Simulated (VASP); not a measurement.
Input of a VASP 6.6.1 run:

The input INCAR:

```
ALGO = Normal ; EDIFF = 1E-7
ENCUT = 520 ; GGA = PE
ISIF = 2 ; ISMEAR = -1
LASPH = True ; LCHARG = True
LELF = True ; LREAL = False
LVHAR = True ; LWAVE = False
NBANDS = 12 ; NELM = 100
PREC = Accurate ; SIGMA = 0.02
```

The input KPOINTS:

```
k-points
0
Gamma
  10 10 10
```

POSCAR

```
LiF
1.0
    0.0000000000      2.1446105480      2.0401680143
    2.1446105480      0.0000000000      2.0401680143
    2.1446105480      2.1446105480      0.0000000000
Li F
1 1
Direct
    0.0000000000      0.0000000000      0.0000000000
    0.2500000000      0.2500000000      0.2500000000
```

Potentials or basis: VASP PAW PBE potentials, release 64 (Li_sv, F).

Launch:

```sh
$ cat potpaw_PBE.64/Li_sv/POTCAR potpaw_PBE.64/F/POTCAR > POTCAR
$ mpirun -np 1 vasp_std > vasp.out
```

(1) What does it give for the band gap on the k mesh?

Results:

(1) 8.15 eV, direct.

Caveat: the cell differs from its parent crystal (uniaxial z strain -4.9%).
